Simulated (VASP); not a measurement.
# WCl3F (Pm-3m) in VASP: notebook

WCl3F is run at these levels: PBE; tasks: single point.

Program: VASP 6.6.1. These are calculated values, not measurements. Logs are shortened: lines on timing, memory, paths and dates and some standing lists are left out, and cuts for length are marked.

## (1) The cell of the first run

It takes space group Pm-3m (No. 221, cubic). Conventional cell: a = 4.718 Å, b = 4.718 Å, c = 4.718 Å, α = 90.00°, β = 90.00°, γ = 90.00°. W (site symmetry m-3m) has 6 Cl at 2.36 Å within 3.1 Å. Cl (site symmetry 4/mmm) has 2 W at 2.36 Å within 3.1 Å. F (site symmetry m-3m) has 12 Cl at 3.34 Å and 8 W at 4.09 Å within 4.4 Å.

The cell was built from a structure type or drawn by symmetry, and may not be a known phase.

## (2) Single point, PBE

Input file INCAR:

```
ALGO = Normal ; EDIFF = 1E-6
ENCUT = 520 ; GGA = PE
ISIF = 2 ; ISMEAR = 0
LASPH = T ; LCHARG = F
LREAL = F ; LWAVE = F
NBANDS = 29 ; NELM = 60
PREC = Accurate ; SIGMA = 0.1
```

Input file KPOINTS:

```
k-points
0
Gamma
  4 4 4
```

Input file POSCAR:

```
WCl3F
1.0
    4.7179406700      0.0000000000      0.0000000000
    0.0000000000      4.7179406700      0.0000000000
    0.0000000000      0.0000000000      4.7179406700
W Cl F
1 3 1
Direct
    0.5000000000      0.5000000000      0.5000000000
    0.0000000000      0.5000000000      0.5000000000
    0.5000000000      0.0000000000      0.5000000000
    0.5000000000      0.5000000000      0.0000000000
    0.0000000000      0.0000000000      0.0000000000
```

Potentials or basis: VASP PAW PBE potentials, release 64 (W_sv, Cl, F).

Launch:

```sh
cat potpaw_PBE.64/W_sv/POTCAR potpaw_PBE.64/Cl/POTCAR potpaw_PBE.64/F/POTCAR > POTCAR
mpirun -np 1 vasp_std > vasp.out
```

OUTCAR:

```text
EDIFF = 1E-6
   ENCUT = 520
   GGA = PE
   ISIF = 2
   ISMEAR = 0
   LASPH = T
   LREAL = F
   NELM = 60
   PREC = Accurate

 ion  position               nearest neighbor table
   1  0.500  0.500  0.500-   2 2.36   3 2.36   4 2.36   4 2.36   3 2.36   2 2.36
   2  0.000  0.500  0.500-   1 2.36   1 2.36
   3  0.500  0.000  0.500-   1 2.36   1 2.36
   4  0.500  0.500  0.000-   1 2.36   1 2.36
   5  0.000  0.000  0.000-

  LATTYP: Found a simple cubic cell.
 ALAT       =     4.7179406700

  Lattice vectors:

 A1 = (   4.7179406700,   0.0000000000,   0.0000000000)
 A2 = (   0.0000000000,   4.7179406700,   0.0000000000)
 A3 = (   0.0000000000,   0.0000000000,   4.7179406700)

Analysis of symmetry for initial positions (statically):
=====================================================================
 Subroutine PRICEL returns:
 Original cell was already a primitive cell.

 Routine SETGRP: Setting up the symmetry group for a
 simple cubic supercell.

 Subroutine GETGRP returns: Found 48 space group operations
 (whereof 48 operations were pure point group operations)
 out of a pool of 48 trial point group operations.

The static configuration has the point symmetry O_h .

Analysis of symmetry for dynamics (positions and initial velocities):
=====================================================================
 Subroutine PRICEL returns:
 Original cell was already a primitive cell.

 Routine SETGRP: Setting up the symmetry group for a
 simple cubic supercell.

 Subroutine GETGRP returns: Found 48 space group operations
 (whereof 48 operations were pure point group operations)
 out of a pool of 48 trial point group operations.

The dynamic configuration has the point symmetry O_h .

 Subroutine INISYM returns: Found 48 space group operations
 (whereof 48 operations are pure point group operations),
 and found     1 'primitive' translations

----------------------------------------------------------------------------------------

                                     Primitive cell

  volume of cell :     105.0165

  direct lattice vectors                    reciprocal lattice vectors
     4.717940670  0.000000000  0.000000000     0.211956883  0.000000000  0.000000000
     0.000000000  4.717940670  0.000000000     0.000000000  0.211956883  0.000000000
     0.000000000  0.000000000  4.717940670     0.000000000  0.000000000  0.211956883

  length of vectors
     4.717940670  4.717940670  4.717940670     0.211956883  0.211956883  0.211956883

  position of ions in fractional coordinates (direct lattice)
     0.500000000  0.500000000  0.500000000
     0.000000000  0.500000000  0.500000000
     0.500000000  0.000000000  0.500000000
     0.500000000  0.500000000  0.000000000
     0.000000000  0.000000000  0.000000000

  ion indices of the primitive-cell ions
   primitive index   ion index
                 1           1
                 2           2
                 3           3
                 4           4
                 5           5

----------------------------------------------------------------------------------------

 KPOINTS: k-points

Automatic generation of k-mesh.
 Grid dimensions read from file:
 generate k-points for:    4    4    4

 Generating k-lattice:

  Cartesian coordinates                     Fractional coordinates (reciprocal lattice)
     0.052989221  0.000000000  0.000000000     0.250000000  0.000000000  0.000000000
     0.000000000  0.052989221  0.000000000     0.000000000  0.250000000  0.000000000
     0.000000000  0.000000000  0.052989221     0.000000000  0.000000000  0.250000000

  Length of vectors
     0.052989221  0.052989221  0.052989221

  Shift w.r.t. Gamma in fractional coordinates (k-lattice)
     0.000000000  0.000000000  0.000000000

 Subroutine IBZKPT returns following result:
 ===========================================

 Found     10 irreducible k-points:

 Following reciprocal coordinates:
            Coordinates               Weight
  0.000000  0.000000  0.000000      1.000000
  0.250000  0.000000  0.000000      6.000000
  0.500000  0.000000  0.000000      3.000000
  0.250000  0.250000  0.000000     12.000000
  0.500000  0.250000  0.000000     12.000000
  0.500000  0.500000  0.000000      3.000000
  0.250000  0.250000  0.250000      8.000000
  0.500000  0.250000  0.250000     12.000000
  0.500000  0.500000  0.250000      6.000000
  0.500000  0.500000  0.500000      1.000000
   k-points           NKPTS =     10   k-points in BZ     NKDIM =     10   number of bands    NBANDS=     29
   number of dos      NEDOS =    301   number of ions     NIONS =      5
   total plane-waves  NPLWV =  46656
   dimension x,y,z NGX =    36 NGY =   36 NGZ =   36
   dimension x,y,z NGXF=    72 NGYF=   72 NGZF=   72
   ions per type =               1   3   1
   NGX,Y,Z   is equivalent  to a cutoff of  12.69, 12.69, 12.69 a.u.
   NGXF,Y,Z  is equivalent  to a cutoff of  25.37, 25.37, 25.37 a.u.
 SYSTEM =  unknown system
   PREC   = accura    normal or accurate (medium, high low for compatibility)
   ISTART =      0    job   : 0-new  1-cont  2-samecut
   ICHARG =      2    charge: 1-file 2-atom 10-const
   ISPIN  =      1    spin polarized calculation?
   LNONCOLLINEAR =      F non collinear calculations
   LSORBIT =      F    spin-orbit coupling
   LASPH  =      T    aspherical Exc in radial PAW
   ENCUT  =  520.0 eV  38.22 Ry    6.18 a.u.   8.77  8.77  8.77*2*pi/ulx,y,z
   NELM   =     60;   NELMIN=  2; NELMDL= -5     # of ELM steps
   EDIFF  = 0.1E-05   stopping-criterion for ELM
   LREAL  =      F    real-space projection
   EDIFFG = 0.1E-04   stopping-criterion for IOM
   NSW    =      0    number of steps for IOM
   IBRION =     -1    ionic relax: 0-MD 1-quasi-New 2-CG
   NFREE  =      0    steps in history (QN), initial steepest desc. (CG)
   ISIF   =      2    stress and relaxation
   ISYM   =      2    0-nonsym 1-usesym 2-fastsym
   POTIM  = 0.5000    time-step for ionic-motion
   TEBEG  =    0.0;   TEEND  =   0.0 temperature during run
   PSTRESS=    0.0 pullay stress
   NELECT =      42.0000    total number of electrons
   NUPDOWN=      -1.0000    fix difference up-down
   EMIN   =  10.00;   EMAX   =-10.00  energy-range for DOS
   EFERMI =   0.00;   METHOD = LEGACY
   ISMEAR =     0;   SIGMA  =   0.10  broadening in eV -4-tet -1-fermi 0-gaus
   EFERMI_NEDOS =   21; number of points for ismear=-14 and -15
   IALGO  =     38    algorithm
   IMIX   =      4    mixing-type and parameters
     AMIX     =   0.40;   BMIX     =  1.00
     AMIX_MAG =   1.60;   BMIX_MAG =  1.00
  volume/ion in A,a.u.               =      21.00       141.74
  Fermi-wavevector in a.u.,A,eV,Ry     =   1.206161  2.279315 19.794103  1.454826
  Thomas-Fermi vector in A             =   2.341837
   LORBIT       =      0    0 simple, 1 ext, 2 COOP (PROOUT), +10 PAW based schemes
   GGA     = PE    functional components
   LHFCALC =     F    Hartree Fock is set to
   AEXX    =    0.0000 exact exchange contribution
   IVDW    =     0    specifies the selected vdW correction
   LEPSILON=     F    determine dielectric tensor
   LRPA    =     F    only Hartree local field effects (RPA)
 non-spin polarized calculation
 Gauss-broadening in eV      SIGMA  =   0.10
  energy-cutoff  :      520.00
  volume of cell :      105.02
 maximum number of plane-waves:      2872
 NGX is ok and might be reduce to    36
   NGX = 17   NGY = 17   NGZ = 17

 number of electron      41.9999982 magnetization

 Free energy of the ion-electron system (eV)
  ---------------------------------------------------
  ext. energy  EPLUGINS =         0.00000000
  ---------------------------------------------------
  free energy    TOTEN  =       -22.05221476 eV

  energy without entropy =      -22.03803171  energy(sigma->0) =      -22.04512324

 E-fermi :   2.4909     XC(G=0):  -9.2021

 val. band max:        2.3296649816   @ k =   0.0000   0.0000   0.0000
 cond. band min:       2.5404390129   @ k =   0.2500   0.2500   0.2500
 fundamental gap:      0.2107740313
 Fermi energy:         2.4908719378

 k-point     1 :       0.0000    0.0000    0.0000
  band No.  band energies     occupation
      1     -73.1395      2.00000
      2     -37.3248      2.00000
      3     -37.3248      2.00000
      4     -37.3248      2.00000
      5     -16.3151      2.00000
      6     -14.6267      2.00000
[... 21 lines left out ...]
     28      10.5090      0.00000
     29      10.5090      0.00000

 k-point     2 :       0.2500    0.0000    0.0000
  band No.  band energies     occupation
      1     -73.1394      2.00000
      2     -37.3288      2.00000
      3     -37.3248      2.00000
      4     -37.3248      2.00000
      5     -16.3060      2.00000
      6     -14.4929      2.00000
[... 21 lines left out ...]
     28      10.8083      0.00000
     29      11.3183      0.00000

 k-point     3 :       0.5000    0.0000    0.0000
  band No.  band energies     occupation
      1     -73.1394      2.00000
      2     -37.3327      2.00000
      3     -37.3247      2.00000
      4     -37.3247      2.00000
      5     -16.2973      2.00000
      6     -14.3783      2.00000
[... 21 lines left out ...]
     28      11.1689      0.00000
     29      11.8600      0.00000

 k-point     4 :       0.2500    0.2500    0.0000
  band No.  band energies     occupation
      1     -73.1394      2.00000
      2     -37.3287      2.00000
      3     -37.3287      2.00000
      4     -37.3247      2.00000
      5     -16.3000      2.00000
      6     -14.3381      2.00000
[... 149 lines left out ...]
     28      10.8169      0.00000
     29      10.8885      0.00000

 k-point     9 :       0.5000    0.5000    0.2500
  band No.  band energies     occupation
      1     -73.1394      2.00000
      2     -37.3325      2.00000
      3     -37.3325      2.00000
      4     -37.3285      2.00000
      5     -16.2895      2.00000
      6     -13.8195      2.00000
[... 21 lines left out ...]
     28      10.0288      0.00000
     29      10.2010      0.00000

 k-point    10 :       0.5000    0.5000    0.5000
  band No.  band energies     occupation
      1     -73.1394      2.00000
      2     -37.3324      2.00000
      3     -37.3324      2.00000
      4     -37.3324      2.00000
      5     -16.2884      2.00000
      6     -13.5361      2.00000
[... 21 lines left out ...]
     28       8.9572      0.00000
     29       9.5156      0.00000

------------------------ aborting loop because EDIFF is reached ----------------------------------------

  FORCE on cell =-STRESS in cart. coord.  units (eV):
  Direction    XX          YY          ZZ          XY          YZ          ZX
  --------------------------------------------------------------------------------------
  -------------------------------------------------------------------------------------
  Total       -1.5595448     -1.5595448     -1.5595448     -0.0000000     -0.0000000      0.0000000
  in kB      -23.7930988    -23.7930988    -23.7930988     -0.0000000     -0.0000000      0.0000000
  external PRESSURE =     -23.7930988 kB  Pullay stress =       0.0000000 kB

 VOLUME and BASIS-vectors are now :
 -----------------------------------------------------------------------------
  energy-cutoff  :      520.00
  volume of cell :      105.02
      direct lattice vectors                 reciprocal lattice vectors
     4.717940670  0.000000000  0.000000000     0.211956883  0.000000000  0.000000000
     0.000000000  4.717940670  0.000000000     0.000000000  0.211956883  0.000000000
     0.000000000  0.000000000  4.717940670     0.000000000  0.000000000  0.211956883

 POSITION                                       TOTAL-FORCE (eV/Angst)
 -----------------------------------------------------------------------------------
      2.35897      2.35897      2.35897         0.000000      0.000000      0.000000
      0.00000      2.35897      2.35897         0.000000      0.000000      0.000000
      2.35897      0.00000      2.35897         0.000000      0.000000      0.000000
      2.35897      2.35897      0.00000         0.000000      0.000000      0.000000
      0.00000      0.00000      0.00000         0.000000      0.000000      0.000000
 -----------------------------------------------------------------------------------
    total drift:                                0.000000      0.000000      0.000000

  FREE ENERGIE OF THE ION-ELECTRON SYSTEM (eV)
  ---------------------------------------------------
  free  energy   TOTEN  =       -22.0522147642 eV

  energy  without entropy=      -22.0380317139  energy(sigma->0) =      -22.04512324
```

Run time: 56 s. Hardware: 1 thread of AMD EPYC 7R43 (Zen 3), shared host; peak memory 0.18 GiB.

Results:

```yaml
Free_energy: -22.0522 eV
Pressure: -2.4 GPa
Band_gap_on_the_k_mesh: zero (bands 21 and 22 overlap by 1.63 eV)
```

Levels at points of the mesh, in eV from the Fermi level:
```csv
k point,band 18,band 19,band 20,band 21,band 22,band 23
"(0.00, 0.00, 0.00)",-1.67,-1.67,-1.67,-0.16,-0.16,-0.16
"(0.50, 0.00, 0.00)",-1.64,-0.42,-0.29,-0.29,0.16,0.53
"(0.50, 0.50, 0.00)",-0.39,-0.22,-0.22,0.53,0.53,0.72
"(0.50, 0.50, 0.50)",-0.28,-0.28,-0.28,1.43,1.43,1.43
```

Caveat: spin-orbit coupling is left out, which moves the levels of the heavy elements.

## (3) Single point, PBE, collinear spin, zero start

Input file INCAR:

```
SYSTEM = WCl3F
PREC = Accurate
ENCUT = 520
EDIFF = 1E-7
ISMEAR = 0
SIGMA = 0.1
LREAL = .FALSE.
LASPH = .TRUE.
NELM = 150
ALGO = Normal
ISIF = 2
LWAVE = .FALSE.
LCHARG = .FALSE.
ISPIN = 2
MAGMOM = 0 0 0 0 0
LORBIT = 11
LMAXMIX = 4
GGA = PE
NBANDS = 33
```

Input file KPOINTS:

```
Automatic mesh
0
G
  4 4 4
  0 0 0
```

POSCAR is that of step 2.

Potentials or basis: VASP PAW PBE potentials, release 64 (W_sv, Cl, F).

Launch:

```sh
cat potpaw_PBE.64/W_sv/POTCAR potpaw_PBE.64/Cl/POTCAR potpaw_PBE.64/F/POTCAR > POTCAR
mpirun -np 1 vasp_std > vasp.out
```

Wall time 2.7 min (1 thread of AMD EPYC 7R43 (Zen 3), shared host); peak memory 0.24 GiB.

The run converged. Its results:

```
Free energy                                           : -22.0522 eV
Pressure                                              : -2.4 GPa
Band gap on the k mesh                                : zero (filled and empty bands overlap)
Net moment                                            : 0.02 μB per cell
Site moments                                          : W +0.03; Cl +0.00; F -0.01 μB
Valence electrons inside the program's atomic spheres : W 11.75; Cl 5.11; F 5.97
```

Levels at points of the mesh, in eV from the Fermi level:
Spin up:
| k point | band 17 | band 18 | band 19 | band 20 | band 21 | band 22 | band 23 | band 24 |
| --- | --- | --- | --- | --- | --- | --- | --- | --- |
| (0.00, 0.00, 0.00) | -3.18 | -1.68 | -1.68 | -1.68 | -0.15 | -0.15 | -0.15 | 0.14 |
| (0.50, 0.00, 0.00) | -3.17 | -1.65 | -0.41 | -0.28 | -0.28 | 0.15 | 0.52 | 0.52 |
| (0.50, 0.50, 0.00) | -2.33 | -0.38 | -0.21 | -0.21 | 0.52 | 0.52 | 0.72 | 1.32 |
| (0.50, 0.50, 0.50) | -2.32 | -0.27 | -0.27 | -0.27 | 1.42 | 1.42 | 1.42 | 6.10 |
Spin down:
| k point | band 18 | band 19 | band 20 | band 21 | band 22 | band 23 |
| --- | --- | --- | --- | --- | --- | --- |
| (0.00, 0.00, 0.00) | -1.65 | -1.65 | -1.65 | -0.18 | -0.18 | -0.18 |
| (0.50, 0.00, 0.00) | -1.63 | -0.44 | -0.30 | -0.30 | 0.16 | 0.54 |
| (0.50, 0.50, 0.00) | -0.40 | -0.24 | -0.24 | 0.54 | 0.54 | 0.73 |
| (0.50, 0.50, 0.50) | -0.29 | -0.29 | -0.29 | 1.44 | 1.44 | 1.44 |

Caveat: spin-orbit coupling is left out, which moves the levels of the heavy elements.
